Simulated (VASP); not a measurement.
# Si8Ge13 in VASP: notebook

Si8Ge13 is run at these levels: PBE; tasks: single point.

Program: VASP 6.6.1. These are calculated values, not measurements. Logs are shortened: lines on timing, memory, paths and dates and some standing lists are left out, and cuts for length are marked.

## (1) The cell of the first run

The cell holds a disordered packing, 21 atoms: a = 7.563 Å, b = 7.819 Å, c = 8.064 Å, α = 88.29°, β = 90.95°, γ = 87.18°.

## (2) Single point, PBE

File INCAR:

```
  ALGO = Normal
  EDIFF = 1E-6
  ENCUT = 410
  GGA = PE
  GGA_COMPAT = F
  ISIF = 2
  ISMEAR = -1
  ISYM = -1
  LASPH = T
  LCHARG = T
  LELF = T
  LREAL = Auto
  LVHAR = T
  LWAVE = F
  NBANDS = 123
  NELM = 120
  PREC = Accurate
  SIGMA = 0.2585
```

File KPOINTS:

```
explicit points
1
Reciprocal
  0.25000000   0.25000000   0.25000000 1
```

File POSCAR:

```
Si8Ge13
1.0
    7.5601650000      0.1896520000     -0.0661850000
    0.1896520000      7.8161600000      0.1196190000
   -0.0661850000      0.1196190000      8.0627960000
Ge Si
13 8
Direct
    0.5131110755      0.5388692100      0.7836672614
    0.4928073226      0.5700393498      0.1756104105
    0.0399470887      0.0589409770      0.6825240819
    0.0967755515      0.6320389536      0.9260797647
    0.5131075464      0.2753501633      0.3091247641
    0.1326074007      0.8694008494      0.4477515939
    0.8187127064      0.5176240876      1.0245764403
   -0.0033777563      0.9062878459      0.1632833322
    0.7793136322      0.8894433936     -0.0665050259
    0.3023879341      0.2524236378      0.0144039217
   -0.1185406371      0.4701289589      0.5886548577
    0.3742141280      0.8001212502      1.0122708870
    0.5514794588      1.0952032694      0.7528472193
    0.2416067314      0.5427615044      0.5445124933
   -0.0132364444      0.2347339234      0.9430392768
    0.7701042416     -0.0592012556      0.5686862156
    0.1276298840      0.2772193363      0.3965427730
    0.8593111383      0.1666900037      0.4379252825
    0.6401082521      0.2915787162      1.0041322155
    0.8044716046      0.6943316996      0.3523829314
    0.5063492648      0.7843474658      0.4326366271
```

Potentials or basis: VASP PAW PBE potentials, release 64 (Ge_d, Si).

The run is started by

```sh
cat potpaw_PBE.64/Ge_d/POTCAR potpaw_PBE.64/Si/POTCAR > POTCAR
mpirun -np 1 vasp_std > vasp.out
```

OUTCAR:

```text
EDIFF = 1E-6
   ENCUT = 410
   GGA = PE
   ISIF = 2
   ISMEAR = -1
   ISYM = -1
   LASPH = T
   LREAL = Auto
   NELM = 120
   PREC = Accurate

 ion  position               nearest neighbor table
   1  0.513  0.539  0.784-  19 2.72  14 2.79
   2  0.493  0.570  0.176-  12 2.33   5 2.51  21 2.71   7 2.79  19 2.81  20 2.95
   3  0.040  0.059  0.683-  16 2.46  18 2.48   6 2.53  15 2.57  17 2.93
   4  0.097  0.632  0.926-   7 2.46  12 2.62
   5  0.513  0.275  0.309-   2 2.51  19 2.66  10 2.85  18 2.88  17 3.01
   6  0.133  0.869  0.448-   8 2.50   3 2.53  14 2.73  21 2.88  16 2.96  20 2.99  18 3.03
   7  0.819  0.518  0.025-  19 2.28   4 2.46  15 2.60   2 2.79  20 3.02
   8  0.997  0.906  0.163-   9 2.47   6 2.50  20 2.71
   9  0.779  0.889  0.933-   8 2.47  13 2.68  16 2.96
  10  0.302  0.252  0.014-  15 2.46  19 2.59   5 2.85
  11  0.881  0.470  0.589-  20 2.59  18 2.71  14 2.84  17 2.85
  12  0.374  0.800  0.012-   2 2.33   4 2.62
  13  0.551  0.095  0.753-  16 2.53  19 2.68   9 2.68
  14  0.242  0.543  0.545-  17 2.60   6 2.73   1 2.79  11 2.84  21 2.95
  15  0.987  0.235  0.943-  10 2.46   3 2.57   7 2.60  19 2.69
  16  0.770  0.941  0.569-  18 2.17   3 2.46  13 2.53  21 2.63  20 2.64   9 2.96   6 2.96
  17  0.128  0.277  0.397-  18 2.27  14 2.60  11 2.85   3 2.93   5 3.01
  18  0.859  0.167  0.438-  16 2.17  17 2.27   3 2.48  11 2.71   5 2.88   6 3.03
  19  0.640  0.292  0.004-   7 2.28  10 2.59   5 2.66  13 2.68  15 2.69   1 2.72   2 2.81
  20  0.804  0.694  0.352-  21 2.43  11 2.59  16 2.64   8 2.71   2 2.95   6 2.99   7 3.02
  21  0.506  0.784  0.433-  20 2.43  16 2.63   2 2.71   6 2.88  14 2.95

IMPORTANT INFORMATION: All symmetrisations will be switched off!
NOSYMM: (Re-)initialisation of all symmetry stuff for point group C_1.

----------------------------------------------------------------------------------------

                                     Primitive cell

  volume of cell :     476.0070

  direct lattice vectors                    reciprocal lattice vectors
     7.560165000  0.189652000 -0.066185000     0.132363179 -0.003229033  0.001134434
     0.189652000  7.816160000  0.119619000    -0.003229033  0.128047891 -0.001926214
    -0.066185000  0.119619000  8.062796000     0.001134434 -0.001926214  0.124064344

  length of vectors
     7.562833012  7.819375533  8.063954892     0.132407420  0.128103081  0.124084482

  position of ions in fractional coordinates (direct lattice)
     0.513111075  0.538869210  0.783667261
     0.492807323  0.570039350  0.175610410
     0.039947089  0.058940977  0.682524082
     0.096775552  0.632038954  0.926079765
     0.513107546  0.275350163  0.309124764
     0.132607401  0.869400849  0.447751594
[... 13 lines left out ...]
     0.804471605  0.694331700  0.352382931
     0.506349265  0.784347466  0.432636627

  ion indices of the primitive-cell ions
   primitive index   ion index
                 1           1
                 2           2
                 3           3
                 4           4
                 5           5
                 6           6
[... 13 lines left out ...]
                20          20
                21          21

----------------------------------------------------------------------------------------

 KPOINTS: explicit points

Read explicit list of k-points.

 Found      1 k-points:

 Following reciprocal coordinates:
            Coordinates               Weight
  0.250000  0.250000  0.250000      1.000000
   k-points           NKPTS =      1   k-points in BZ     NKDIM =      1   number of bands    NBANDS=    123
   number of dos      NEDOS =    301   number of ions     NIONS =     21
   total plane-waves  NPLWV = 145800
   dimension x,y,z NGX =    50 NGY =   54 NGZ =   54
   dimension x,y,z NGXF=   100 NGYF=  108 NGZF=  108
   ions per type =              13   8
   NGX,Y,Z   is equivalent  to a cutoff of  10.99, 11.48, 11.13 a.u.
   NGXF,Y,Z  is equivalent  to a cutoff of  21.98, 22.96, 22.27 a.u.
 SYSTEM =  unknown system
   PREC   = accura    normal or accurate (medium, high low for compatibility)
   ISTART =      0    job   : 0-new  1-cont  2-samecut
   ICHARG =      2    charge: 1-file 2-atom 10-const
   ISPIN  =      1    spin polarized calculation?
   LNONCOLLINEAR =      F non collinear calculations
   LSORBIT =      F    spin-orbit coupling
   LASPH  =      T    aspherical Exc in radial PAW
   ENCUT  =  410.0 eV  30.13 Ry    5.49 a.u.  12.49 12.91 13.31*2*pi/ulx,y,z
   NELM   =    120;   NELMIN=  2; NELMDL= -5     # of ELM steps
   EDIFF  = 0.1E-05   stopping-criterion for ELM
   LREAL  =      T    real-space projection
   EDIFFG = 0.1E-04   stopping-criterion for IOM
   NSW    =      0    number of steps for IOM
   IBRION =     -1    ionic relax: 0-MD 1-quasi-New 2-CG
   NFREE  =      0    steps in history (QN), initial steepest desc. (CG)
   ISIF   =      2    stress and relaxation
   ISYM   =     -1    0-nonsym 1-usesym 2-fastsym
   POTIM  = 0.5000    time-step for ionic-motion
   TEBEG  =    0.0;   TEEND  =   0.0 temperature during run
   PSTRESS=    0.0 pullay stress
   NELECT =     214.0000    total number of electrons
   NUPDOWN=      -1.0000    fix difference up-down
   EMIN   =  10.00;   EMAX   =-10.00  energy-range for DOS
   EFERMI =   0.00;   METHOD = LEGACY
   ISMEAR =    -1;   SIGMA  =   0.26  broadening in eV -4-tet -1-fermi 0-gaus
   EFERMI_NEDOS =   21; number of points for ismear=-14 and -15
   IALGO  =     38    algorithm
   IMIX   =      4    mixing-type and parameters
     AMIX     =   0.40;   BMIX     =  1.00
     AMIX_MAG =   1.60;   BMIX_MAG =  1.00
  volume/ion in A,a.u.               =      22.67       152.96
  Fermi-wavevector in a.u.,A,eV,Ry     =   1.254127  2.369957 21.399726  1.572836
  Thomas-Fermi vector in A             =   2.387947
   LORBIT       =      0    0 simple, 1 ext, 2 COOP (PROOUT), +10 PAW based schemes
   GGA     = PE    functional components
   LHFCALC =     F    Hartree Fock is set to
   AEXX    =    0.0000 exact exchange contribution
   IVDW    =     0    specifies the selected vdW correction
   LEPSILON=     F    determine dielectric tensor
   LRPA    =     F    only Hartree local field effects (RPA)
 non-spin polarized calculation
  energy-cutoff  :      410.00
  volume of cell :      476.01
 maximum number of plane-waves:      8999
 NGX is ok and might be reduce to    50
   NGX = 25   NGY = 25   NGZ = 27

 number of electron     213.9999948 magnetization

 Free energy of the ion-electron system (eV)
  ---------------------------------------------------
  ext. energy  EPLUGINS =         0.00000000
  ---------------------------------------------------
  free energy    TOTEN  =       -90.49234109 eV

  energy without entropy =      -88.24867875  energy(sigma->0) =      -89.37050992

 E-fermi :   4.9110     XC(G=0):  -9.7647

 val. band max:        4.8445522346   @ k =   0.2500   0.2500   0.2500
 cond. band min:       4.9917749367   @ k =   0.2500   0.2500   0.2500
 fundamental gap:      0.1472227021
 Fermi energy:         4.9109641073

 k-point     1 :       0.2500    0.2500    0.2500
  band No.  band energies     occupation
      1     -20.0622      2.00000
      2     -20.0470      2.00000
      3     -20.0169      2.00000
      4     -19.9923      2.00000
      5     -19.9742      2.00000
      6     -19.9659      2.00000
[... 111 lines left out ...]
    118       6.8637      0.00105
    119       6.8887      0.00095
 [bands above 119 left out]

------------------------ aborting loop because EDIFF is reached ----------------------------------------

  FORCE on cell =-STRESS in cart. coord.  units (eV):
  Direction    XX          YY          ZZ          XY          YZ          ZX
  --------------------------------------------------------------------------------------
  -------------------------------------------------------------------------------------
  Total        1.5739288     -7.8199968     -3.3467748      7.7167625     -4.0540283      5.9475864
  in kB        5.2976390    -26.3210888    -11.2648073     25.9736157    -13.6453303     20.0187997
  external PRESSURE =     -10.7627524 kB  Pullay stress =       0.0000000 kB

 VOLUME and BASIS-vectors are now :
 -----------------------------------------------------------------------------
  energy-cutoff  :      410.00
  volume of cell :      476.01
      direct lattice vectors                 reciprocal lattice vectors
     7.560165000  0.189652000 -0.066185000     0.132363179 -0.003229033  0.001134434
     0.189652000  7.816160000  0.119619000    -0.003229033  0.128047891 -0.001926214
    -0.066185000  0.119619000  8.062796000     0.001134434 -0.001926214  0.124064344

 POSITION                                       TOTAL-FORCE (eV/Angst)
 -----------------------------------------------------------------------------------
      3.92953      4.40294      6.34905        -0.092903      0.108582     -0.294226
      3.82219      4.56999      1.45148         0.403924     -0.284408      1.243914
      0.26801      0.54991      5.50746         1.397814      0.473429      0.801690
      0.79021      5.06925      7.53599         0.886625      0.365444     -0.434829
      3.91094      2.28647      2.49139        -0.286456     -1.110259      0.053143
      1.13778      6.87408      3.70535         1.384125     -0.774607      0.219056
[... 13 lines left out ...]
      6.19030      5.62173      2.87100         0.086068     -0.127046     -0.042792
      3.94820      6.27837      3.54857        -0.605966      0.066613      0.337967
 -----------------------------------------------------------------------------------
    total drift:                               -0.001075      0.000605      0.000137

  FREE ENERGIE OF THE ION-ELECTRON SYSTEM (eV)
  ---------------------------------------------------
  free  energy   TOTEN  =       -90.4923410933 eV

  energy  without entropy=      -88.2486787487  energy(sigma->0) =      -89.37050992
```

Run time: 1.7 min. Hardware: 1 thread of Intel Xeon Platinum 8259CL at 2.50GHz (Skylake/Cascade Lake), shared host; peak memory 0.35 GiB.

Results:

```
Free energy   : -90.4923 eV
Pressure      : -1.1 GPa
Largest force : 3.149 eV/Å
```

Forces in eV/Å, atoms in the order of the input:
```
Ge  -0.093  0.109 -0.294
Ge   0.404 -0.284  1.244
Ge   1.398  0.473  0.802
Ge   0.887  0.365 -0.435
Ge  -0.286 -1.110  0.053
Ge   1.384 -0.775  0.219
Ge   0.297  1.592  0.573
Ge   0.228 -0.043  0.091
Ge  -0.735 -0.233 -0.461
Ge   0.263 -0.006  0.186
Ge   0.032  0.140 -0.356
Ge  -0.417  1.182 -1.413
Ge  -0.802  0.456  0.387
Si  -0.318 -0.250  0.069
Si  -0.348 -0.427  0.179
Si  -1.328 -2.093  0.688
Si   1.546  0.492  0.225
Si  -0.925  2.536 -1.622
Si  -0.665 -2.064 -0.430
Si   0.086 -0.127 -0.043
Si  -0.606  0.067  0.338
```

Stress tensor (GPa, compression positive):
```
 0.53  2.60  2.00
 2.60 -2.63 -1.36
 2.00 -1.36 -1.13
```

Levels at points of the mesh, in eV from the Fermi level:
```
           k point  band 104  band 105  band 106  band 107  band 108  band 109  band 110  band 111
(0.25, 0.25, 0.25)     -0.67     -0.52     -0.26     -0.07      0.08      0.33      0.46      0.60
```

Caveat: the atoms stand as in a frame of molecular dynamics.

[end of part 1 of 2]
